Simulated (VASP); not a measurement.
InSb, 2 atoms in the cell. Symmetry: F-43m, No. 216, cubic system. The conventional cell has a = 6.470 Å, b = 6.470 Å, c = 6.470 Å, α = 90.00°, β = 90.00°, γ = 90.00°. Within 3.7 Å of In (site symmetry -43m) lie 4 Sb at 2.80 Å. Within 3.7 Å of Sb (site symmetry -43m) lie 4 In at 2.80 Å. 

| Item | Value |
| --- | --- |
| Program | VASP 6.6.1 |
| Task | relaxation of the atoms |
| Functional | r2SCAN |
| Potentials or basis | VASP PAW PBE potentials, release 64 (In_d, Sb) |
| Cutoff | 520 eV |
| k mesh | 9 × 9 × 9 |
| Occupations | fermi-dirac, width 0.1 eV |
| Spin | no spin polarisation |
| Dipole correction | no |
| Further INCAR settings | ALGO = Normal; EDIFF = 1e-07; IBRION = 2; EDIFFG = -0.01; NSW = 50 |

Potentials or basis: VASP PAW PBE potentials, release 64 (In_d, Sb).

The run is started by

```console
$ cat potpaw_PBE.64/In_d/POTCAR potpaw_PBE.64/Sb/POTCAR > POTCAR
$ cp INCAR.step1 INCAR
$ mpirun -np 1 vasp_std > vasp.out
$ cp INCAR.step2 INCAR
$ mpirun -np 1 vasp_std > vasp.out
```

Hardware: 1 thread of Intel Xeon 6975P-C, on a shared host.

Q: How long does it take, and how much memory?

A: Run time: 2.2 min on 1 thread of Intel Xeon 6975P-C, with other jobs on the host, peak memory 0.23 GiB. Counts: k points 35, ion steps 1.
